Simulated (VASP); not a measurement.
Sn: single point with PBEsol

Crystal: Sn.

```
Sn
1.0
     0.00000    3.24560    2.98595
     3.24560    0.00000    2.98595
     3.24560    3.24560    0.00000
Sn
2
Direct
  0.50000 0.50000 0.50000
  0.75000 0.75000 0.75000
```

This cell differs from its parent crystal: strain +0.000 along x and y, -0.080 along z.

* Program: VASP 6.6.1
* Task: single point
* Functional: PBEsol
* Potentials or basis: VASP PAW PBE potentials, release 64 (Sn_d)
* Cutoff: 520 eV
* k mesh: 12 × 12 × 12
* Occupations: gaussian, width 0.15 eV
* Spin: no spin polarisation
* Dipole correction: no
* Further INCAR settings: ALGO = Fast; EDIFF = 1e-06; NBANDS = 21

| Item | Value |
| --- | --- |
| Pressure | 5.5 GPa |
| Band gap on the k mesh | zero (band 14 reaches 6.50 eV, above the bottom of band 15 at 6.42 eV) |

Stress tensor (GPa, compression positive):
```
4.82 0.00 0.00
0.00 4.82 0.00
0.00 0.00 6.76
```

Levels at points of the mesh, in eV from the Fermi level:
```csv
k point,band 11,band 12,band 13,band 14,band 15,band 16,band 17,band 18
"(0.00, 0.00, 0.00)",-11.26,-0.21,-0.15,-0.15,0.38,1.90,2.24,2.24
"(0.50, 0.00, 0.00)",-9.45,-6.72,-1.61,-1.01,-0.05,2.96,3.51,5.46
"(0.50, 0.50, 0.00)",-7.66,-7.66,-3.12,-3.12,0.24,0.24,8.21,8.21
"(0.50, 0.00, 0.50)",-8.00,-8.00,-2.62,-2.62,0.79,0.79,7.83,7.83
```

Run time: 92 s on 1 thread of Intel(R) Xeon(R) 6975P-C (Granite Rapids) (shared host), peak memory 0.32 GiB.

Caveat: the cell differs from its parent crystal (strain +0.000 along x and y, -0.080 along z); the PAW data sets were made with another functional, which shifts forces and pressure a little; spin-orbit coupling is left out, which moves the levels of the heavy elements.
